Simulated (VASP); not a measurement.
A run of VASP 6.6.1 is set up as follows.

INCAR

```
SYSTEM = RbBr
PREC = Accurate
ENCUT = 400
EDIFF = 1E-6
ISMEAR = 1
SIGMA = 0.15
LREAL = .False.
LASPH = .True.
NELM = 120
ALGO = Normal
ISIF = 2
LWAVE = .False.
LCHARG = .False.
GGA = CA
NBANDS = 42
GGA_COMPAT = .False.
```

File KPOINTS:

```
Automatic mesh
0
Gamma
  1 1 1
  0 0 0
```

The input POSCAR:

```
RbBr
1.0
    8.2521546000      0.0000000000      0.0000000000
    0.0000000000      8.2521546000      0.0000000000
    0.0000000000      0.0000000000      4.1260773000
Rb Br
4 4
Direct
    0.0109329023      0.0045256060     -0.0195815527
   -0.0141845379      0.5004248224      0.0107722170
    0.4941319204     -0.0043060269     -0.0083520006
    0.4998637568      0.4896057086      0.0412958817
    0.2576276261      0.2552315246      0.4996251524
    0.2400142867      0.7627469800      0.5380963173
    0.7663912404      0.2382185133      0.4620114606
    0.7458671460      0.7542317494      0.4744520904
```

Potentials or basis: VASP PAW LDA potentials, release 64 (Rb_sv, Br).

Run with:

```bash
$ cat potpaw_LDA.64/Rb_sv/POTCAR potpaw_LDA.64/Br/POTCAR > POTCAR
$ mpirun -np 1 vasp_gam > vasp.out
```

**Question.** Estimate the pressure.

**Answer.** 4.1 GPa.

**Question.** Estimate the largest force.

**Answer.** 0.166 eV/Å.

Stress tensor (GPa, compression positive):
```
 0.06  0.01 -0.15
 0.01  0.04  0.05
-0.15  0.05 12.23
```

Caveat: the k points lie up to 1.52 Å⁻¹ apart.
